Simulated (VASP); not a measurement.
Set up this calculation in VASP 6.6.1, as the native input.

```
Task                   : single point
Functional             : PBE
Potentials or basis    : VASP PAW PBE potentials, release 64 (Hg, F)
Cutoff                 : 520 eV
k mesh                 : 7 × 7 × 7
Occupations            : fermi-dirac, width 0.15 eV
Spin                   : no spin polarisation
Dipole correction      : no
Further INCAR settings : ALGO = Normal; EDIFF = 1e-07; NBANDS = 24
```

The structure of HgF3 lies in POSCAR:

```
HgF3
1.0
    0.0000000000      2.8631710000      2.8631710000
    2.8631710000      0.0000000000      2.8631710000
    2.8631710000      2.8631710000      0.0000000000
Hg F
1 3
Direct
    0.0000000000      0.0000000000      0.0000000000
    0.2500000000      0.2500000000      0.2500000000
    0.7500000000      0.7500000000      0.7500000000
    0.5000000000      0.5000000000      0.5000000000
```

These files were run (other wordings do the same):

INCAR

```
SYSTEM = HgF3
PREC = Accurate
ENCUT = 520
EDIFF = 1E-7
ISMEAR = -1
SIGMA = 0.15
LREAL = .FALSE.
LASPH = .TRUE.
NELM = 60
ALGO = Normal
ISIF = 2
LWAVE = .FALSE.
LCHARG = .FALSE.
GGA = PE
NBANDS = 24
```

KPOINTS

```
Automatic mesh
0
G
  7 7 7
  0 0 0
```

Potentials or basis: VASP PAW PBE potentials, release 64 (Hg, F).

Launch:

```sh
$ cat potpaw_PBE.64/Hg/POTCAR potpaw_PBE.64/F/POTCAR > POTCAR
$ mpirun -np 1 vasp_std > vasp.out
```

It gave:

The pressure is 2.2 GPa.

Caveat: an odd number of electrons without spin polarisation forces a metal; a magnetic or distorted state may lie lower.

Run time: 14 s on 1 thread of AMD EPYC 9R45 (Zen 5), on a shared host, peak memory 0.14 GiB.
